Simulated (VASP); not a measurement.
# Zr in VASP: notebook

The runs below take Zr through single point, relaxation of the atoms, with PBE.

Everything below comes from runs of VASP 6.6.1. Logs are shortened: lines on timing, memory, paths and dates and some standing lists are left out, and cuts for length are marked.

**1. The cell of the first run**

The cell holds a slab with vacuum, 3 atoms: a = 3.233 Å, b = 3.233 Å, c = 20.169 Å, α = 90.00°, β = 90.00°, γ = 120.00°.

**2. Single point, PBE**

Contents of INCAR:

```
PREC = Accurate
ENCUT = 520
EDIFF = 1E-6
ISMEAR = 0
SIGMA = 0.1
LREAL = False
LASPH = True
NELM = 80
ALGO = Fast
ISIF = 2
LWAVE = False
LCHARG = True
LDIPOL = True
IDIPOL = 3
DIPOL = 0.5 0.5 0.500
GGA = PE
LELF = True
LVHAR = True
LVACPOTAV = True
NBANDS = 25
```

Contents of KPOINTS:

```
Automatic mesh
0
Gamma
  12 12 1
```

Contents of POSCAR:

```
Zr
1.0
    3.2327898558      0.0000000000      0.0000000000
   -1.6163949279      2.7996781402      0.0000000000
    0.0000000000      0.0000000000     20.1691199317
Zr
3
Direct
    0.3333333333      0.6666666667      0.3718555904
    0.6666666667      0.3333333333      0.5000000000
    0.3333333333      0.6666666667      0.6281444096
```

Potentials or basis: VASP PAW PBE potentials, release 64 (Zr_sv).

Run with:

```console
$ cat potpaw_PBE.64/Zr_sv/POTCAR > POTCAR
$ mpirun -np 1 vasp_std > vasp.out
```

OUTCAR:

```text
PREC = Accurate
   ENCUT = 520
   EDIFF = 1E-6
   ISMEAR = 0
   LREAL = False
   LASPH = True
   NELM = 80
   ISIF = 2
   GGA = PE

 ion  position               nearest neighbor table
   1  0.333  0.667  0.372-   2 3.19   2 3.19   2 3.19
   2  0.667  0.333  0.500-   1 3.19   3 3.19   1 3.19   3 3.19   1 3.19   3 3.19
   3  0.333  0.667  0.628-   2 3.19   2 3.19   2 3.19

  LATTYP: Found a hexagonal cell.
 ALAT       =     3.2327898558
 C/A-ratio  =     6.2389208180

  Lattice vectors:

 A1 = (   3.2327898558,   0.0000000000,   0.0000000000)
 A2 = (  -1.6163949279,   2.7996781402,   0.0000000000)
 A3 = (   0.0000000000,   0.0000000000,  20.1691199317)

Analysis of symmetry for initial positions (statically):
=====================================================================
 Subroutine PRICEL returns:
 Original cell was already a primitive cell.

 Routine SETGRP: Setting up the symmetry group for a
 hexagonal supercell.

 Subroutine GETGRP returns: Found 12 space group operations
 (whereof 12 operations were pure point group operations)
 out of a pool of 24 trial point group operations.

The static configuration has the point symmetry D_3h.

Analysis of symmetry for dynamics (positions and initial velocities):
=====================================================================
 Subroutine PRICEL returns:
 Original cell was already a primitive cell.

 Routine SETGRP: Setting up the symmetry group for a
 hexagonal supercell.

 Subroutine GETGRP returns: Found 12 space group operations
 (whereof 12 operations were pure point group operations)
 out of a pool of 24 trial point group operations.

The dynamic configuration has the point symmetry D_3h.

 Subroutine INISYM returns: Found 12 space group operations
 (whereof 12 operations are pure point group operations),
 and found     1 'primitive' translations

----------------------------------------------------------------------------------------

                                     Primitive cell

  volume of cell :     182.5461

  direct lattice vectors                    reciprocal lattice vectors
     3.232789856  0.000000000  0.000000000     0.309330345  0.178591958  0.000000000
    -1.616394928  2.799678140  0.000000000     0.000000000  0.357183915  0.000000000
     0.000000000  0.000000000 20.169119932     0.000000000  0.000000000  0.049580745

  length of vectors
     3.232789856  3.232789856 20.169119932     0.357183915  0.357183915  0.049580745

  position of ions in fractional coordinates (direct lattice)
     0.333333333  0.666666667  0.371855590
     0.666666667  0.333333333  0.500000000
     0.333333333  0.666666667  0.628144410

  ion indices of the primitive-cell ions
   primitive index   ion index
                 1           1
                 2           2
                 3           3

----------------------------------------------------------------------------------------

 KPOINTS: Automatic mesh

Automatic generation of k-mesh.
 Grid dimensions read from file:
 generate k-points for:   12   12    1

 Generating k-lattice:

  Cartesian coordinates                     Fractional coordinates (reciprocal lattice)
     0.025777529  0.014882663  0.000000000     0.083333333  0.000000000  0.000000000
     0.000000000  0.029765326  0.000000000     0.000000000  0.083333333  0.000000000
     0.000000000  0.000000000  0.049580745     0.000000000  0.000000000  1.000000000

  Length of vectors
     0.029765326  0.029765326  0.049580745

  Shift w.r.t. Gamma in fractional coordinates (k-lattice)
     0.000000000  0.000000000  0.000000000

 Subroutine IBZKPT returns following result:
 ===========================================

 Found     19 irreducible k-points:

 Following reciprocal coordinates:
            Coordinates               Weight
  0.000000  0.000000  0.000000      1.000000
  0.083333  0.000000  0.000000      6.000000
  0.166667  0.000000  0.000000      6.000000
  0.250000  0.000000  0.000000      6.000000
  0.333333  0.000000  0.000000      6.000000
  0.416667  0.000000  0.000000      6.000000
[... 11 lines left out ...]
  0.333333  0.250000  0.000000     12.000000
  0.333333  0.333333  0.000000      2.000000
   k-points           NKPTS =     19   k-points in BZ     NKDIM =     19   number of bands    NBANDS=     25
   number of dos      NEDOS =    301   number of ions     NIONS =      3
   total plane-waves  NPLWV =  86400
   dimension x,y,z NGX =    24 NGY =   24 NGZ =  150
   dimension x,y,z NGXF=    48 NGYF=   48 NGZF=  300
   ions per type =               3
   NGX,Y,Z   is equivalent  to a cutoff of  12.34, 12.34, 12.36 a.u.
   NGXF,Y,Z  is equivalent  to a cutoff of  24.68, 24.68, 24.73 a.u.
 SYSTEM =  unknown system
   PREC   = accura    normal or accurate (medium, high low for compatibility)
   ISTART =      0    job   : 0-new  1-cont  2-samecut
   ICHARG =      2    charge: 1-file 2-atom 10-const
   ISPIN  =      1    spin polarized calculation?
   LNONCOLLINEAR =      F non collinear calculations
   LSORBIT =      F    spin-orbit coupling
   LASPH  =      T    aspherical Exc in radial PAW
   ENCUT  =  520.0 eV  38.22 Ry    6.18 a.u.   6.01  6.01 37.50*2*pi/ulx,y,z
   NELM   =     80;   NELMIN=  2; NELMDL= -5     # of ELM steps
   EDIFF  = 0.1E-05   stopping-criterion for ELM
   LREAL  =      F    real-space projection
   EDIFFG = 0.1E-04   stopping-criterion for IOM
   NSW    =      0    number of steps for IOM
   IBRION =     -1    ionic relax: 0-MD 1-quasi-New 2-CG
   NFREE  =      0    steps in history (QN), initial steepest desc. (CG)
   ISIF   =      2    stress and relaxation
   ISYM   =      2    0-nonsym 1-usesym 2-fastsym
   POTIM  = 0.5000    time-step for ionic-motion
   TEBEG  =    0.0;   TEEND  =   0.0 temperature during run
   PSTRESS=    0.0 pullay stress
   NELECT =      36.0000    total number of electrons
   NUPDOWN=      -1.0000    fix difference up-down
   EMIN   =  10.00;   EMAX   =-10.00  energy-range for DOS
   EFERMI =   0.00;   METHOD = LEGACY
   ISMEAR =     0;   SIGMA  =   0.10  broadening in eV -4-tet -1-fermi 0-gaus
   EFERMI_NEDOS =   21; number of points for ismear=-14 and -15
   IALGO  =     68    algorithm
   IMIX   =      4    mixing-type and parameters
     AMIX     =   0.40;   BMIX     =  1.00
     AMIX_MAG =   1.60;   BMIX_MAG =  1.00
  volume/ion in A,a.u.               =      60.85       410.63
  Fermi-wavevector in a.u.,A,eV,Ry     =   0.952909  1.800737 12.354577  0.908036
  Thomas-Fermi vector in A             =   2.081515
   LORBIT       =      0    0 simple, 1 ext, 2 COOP (PROOUT), +10 PAW based schemes
   GGA     = PE    functional components
   LHFCALC =     F    Hartree Fock is set to
   AEXX    =    0.0000 exact exchange contribution
   IVDW    =     0    specifies the selected vdW correction
   LEPSILON=     F    determine dielectric tensor
   LRPA    =     F    only Hartree local field effects (RPA)
 non-spin polarized calculation
 RMM-DIIS sequential band-by-band and
 Gauss-broadening in eV      SIGMA  =   0.10
  energy-cutoff  :      520.00
  volume of cell :      182.55
 maximum number of plane-waves:      4965
   NGX = 13   NGY = 13   NGZ = 75

 number of electron      36.0000001 magnetization

 dipolmoment           0.000000      0.000000      0.000000 electrons x Angstroem

 Free energy of the ion-electron system (eV)
  ---------------------------------------------------
  ext. energy  EPLUGINS =         0.00000000
  ---------------------------------------------------
  free energy    TOTEN  =       -23.73677446 eV

  energy without entropy =      -23.70943980  energy(sigma->0) =      -23.72310713

 E-fermi :   0.9764     XC(G=0):  -5.2578

 val. band max:        0.9725803381   @ k =   0.0833   0.0000   0.0000
 cond. band min:       0.9983995614   @ k =   0.2500   0.0000   0.0000
 fundamental gap:      0.0258192233
 Fermi energy:         0.9763546391

 k-point     1 :       0.0000    0.0000    0.0000
  band No.  band energies     occupation
      1     -47.9474      2.00000
      2     -47.9408      2.00000
      3     -47.5549      2.00000
      4     -26.2200      2.00000
      5     -26.0325      2.00000
      6     -25.5824      2.00000
[... 17 lines left out ...]
     24       2.3818      0.00000
     25       2.3818      0.00000

 k-point     2 :       0.0833    0.0000    0.0000
  band No.  band energies     occupation
      1     -47.9416      2.00000
      2     -47.9353      2.00000
      3     -47.5497      2.00000
      4     -26.2060      2.00000
      5     -26.0294      2.00000
      6     -25.6318      2.00000
[... 17 lines left out ...]
     24       2.3269      0.00000
     25       2.5356      0.00000

 k-point     3 :       0.1667    0.0000    0.0000
  band No.  band energies     occupation
      1     -47.9255      2.00000
      2     -47.9203      2.00000
      3     -47.5356      2.00000
      4     -26.1677      2.00000
      5     -26.0235      2.00000
      6     -25.7659      2.00000
[... 17 lines left out ...]
     24       2.6089      0.00000
     25       2.9738      0.00000

 k-point     4 :       0.2500    0.0000    0.0000
  band No.  band energies     occupation
      1     -47.9034      2.00000
      2     -47.8997      2.00000
      3     -47.5163      2.00000
      4     -26.1208      2.00000
      5     -26.0266      2.00000
      6     -25.9268      2.00000
[... 17 lines left out ...]
     24       3.1809      0.00000
     25       3.4302      0.00000
[... 337 lines left out ...]
 k-point    17 :       0.2500    0.2500    0.0000
  band No.  band energies     occupation
      1     -47.8590      2.00000
      2     -47.8582      2.00000
      3     -47.4773      2.00000
      4     -26.1643      2.00000
      5     -26.1240      2.00000
      6     -26.0526      2.00000
[... 17 lines left out ...]
     24       3.7602      0.00000
     25       3.9331      0.00000

 k-point    18 :       0.3333    0.2500    0.0000
  band No.  band energies     occupation
      1     -47.8508      2.00000
      2     -47.8506      2.00000
      3     -47.4702      2.00000
      4     -26.1661      2.00000
      5     -26.1355      2.00000
      6     -26.0487      2.00000
[... 17 lines left out ...]
     24       4.2211      0.00000
     25       4.2392      0.00000

 k-point    19 :       0.3333    0.3333    0.0000
  band No.  band energies     occupation
      1     -47.8478      2.00000
      2     -47.8478      2.00000
      3     -47.4675      2.00000
      4     -26.1079      2.00000
      5     -26.0712      2.00000
      6     -26.0426      2.00000
[... 17 lines left out ...]
     24       4.2728      0.00000
     25       4.3503      0.00000

------------------------ aborting loop because EDIFF is reached ----------------------------------------

  FORCE on cell =-STRESS in cart. coord.  units (eV):
  Direction    XX          YY          ZZ          XY          YZ          ZX
  --------------------------------------------------------------------------------------
  -------------------------------------------------------------------------------------
  Total       -2.6326369     -2.6326369     -1.8721816      0.0000000      0.0000000     -0.0000000
  in kB      -23.1062261    -23.1062261    -16.4318332      0.0000000      0.0000000     -0.0000000
  external PRESSURE =     -20.8814285 kB  Pullay stress =       0.0000000 kB

 VOLUME and BASIS-vectors are now :
 -----------------------------------------------------------------------------
  energy-cutoff  :      520.00
  volume of cell :      182.55
      direct lattice vectors                 reciprocal lattice vectors
     3.232789856  0.000000000  0.000000000     0.309330345  0.178591958  0.000000000
    -1.616394928  2.799678140  0.000000000     0.000000000  0.357183915  0.000000000
     0.000000000  0.000000000 20.169119932     0.000000000  0.000000000  0.049580745

 POSITION                                       TOTAL-FORCE (eV/Angst)
 -----------------------------------------------------------------------------------
     -0.00000      1.86645      7.50000        -0.000000     -0.000000      0.361309
      1.61639      0.93323     10.08456         0.000000      0.000000     -0.000000
     -0.00000      1.86645     12.66912        -0.000000     -0.000000     -0.361309
 -----------------------------------------------------------------------------------
    total drift:                                0.000000     -0.000000     -0.000000

  FREE ENERGIE OF THE ION-ELECTRON SYSTEM (eV)
  ---------------------------------------------------
  free  energy   TOTEN  =       -23.7367744567 eV

  energy  without entropy=      -23.7094397975  energy(sigma->0) =      -23.72310713

 vacuum level on the upper side and lower side of the slab         5.143         5.143
```

It took 8 min on 1 thread of AMD EPYC 7R13, shared host; peak memory 0.25 GiB.

Results:

```
Free energy            : -23.7368 eV
Largest force          : 0.361 eV/Å
Band gap on the k mesh : zero (bands 18 and 19 overlap by 1.10 eV)
```

Forces on the atoms (eV/Å):
```
Zr   0.000  0.000  0.361
Zr   0.000  0.000  0.000
Zr   0.000  0.000 -0.361
```

Levels at points of the mesh, in eV from the Fermi level:
| k point | band 15 | band 16 | band 17 | band 18 | band 19 | band 20 | band 21 | band 22 |
| --- | --- | --- | --- | --- | --- | --- | --- | --- |
| (0.00, 0.00, 0.00) | -2.97 | -0.02 | 0.08 | 0.80 | 0.92 | 0.99 | 0.99 | 1.00 |
| (0.50, 0.00, 0.00) | -2.19 | -1.37 | -0.91 | -0.03 | 1.04 | 1.21 | 1.39 | 1.84 |

**3. Relaxation of the atoms, PBE**

Contents of INCAR:

```
  ALGO = Normal
  DIPOL = 0.5 0.5 0.500
  EDIFF = 1E-6
  EDIFFG = -0.02
  ENCUT = 520
  GGA = PE
  IBRION = 2
  IDIPOL = 3
  ISIF = 2
  ISMEAR = 0
  LASPH = True
  LCHARG = False
  LDIPOL = True
  LREAL = False
  LWAVE = False
  NELM = 60
  NSW = 80
  PREC = Accurate
  SIGMA = 0.1
```

Contents of KPOINTS:

```
k-points
0
Gamma
  12 12 1
```

POSCAR is that of step 2.

Potentials or basis: VASP PAW PBE potentials, release 64 (Zr_sv).

Run with:

```console
$ cat potpaw_PBE.64/Zr_sv/POTCAR > POTCAR
$ mpirun -np 1 vasp_std > vasp.out
```

It took 15 min on 1 thread of Intel Xeon 8259CL, shared host; peak memory 0.28 GiB.

The run converged. Its results:

* Free energy: -23.7732 eV
* Energy gained by relaxing: 12.1 meV/atom
* Ionic steps: 5
* Largest force after relaxing: 0.013 eV/Å
* Band gap on the k mesh: zero (bands 18 and 19 overlap by 1.22 eV)

Forces on the atoms (eV/Å):
```
Zr   0.000  0.000  0.013
Zr   0.000  0.000  0.000
Zr   0.000  0.000 -0.013
```

Step by step:
| step | energy change (eV) | largest force (eV/Å) | pressure (GPa) |
| --- | --- | --- | --- |
| 1 | 0.0000 | 0.3573 | -2.09 |
| 2 | -0.0114 | 0.3021 | -1.92 |
| 3 | -0.0332 | 0.1147 | -1.37 |
| 4 | -0.0102 | 0.3634 | -0.13 |
| 5 | -0.0364 | 0.0133 | -1.09 |

Final structure:
```
Zr
1.0
     3.23279    0.00000    0.00000
    -1.61639    2.79968    0.00000
     0.00000    0.00000   20.16912
Zr
3
Direct
  0.33333 0.66667 0.37650
  0.66667 0.33333 0.50000
  0.33333 0.66667 0.62350
```

Levels at points of the mesh, in eV from the Fermi level:
```tsv
k point	band 16	band 17	band 18	band 19	band 20	band 21
(0.00, 0.00, 0.00)	-0.02	0.06	0.88	0.88	0.90	0.90
(0.50, 0.00, 0.00)	-1.36	-0.92	0.04	1.02	1.06	1.50
```

The gap in the log of VASP goes by the Fermi energy; the results here count the filled bands.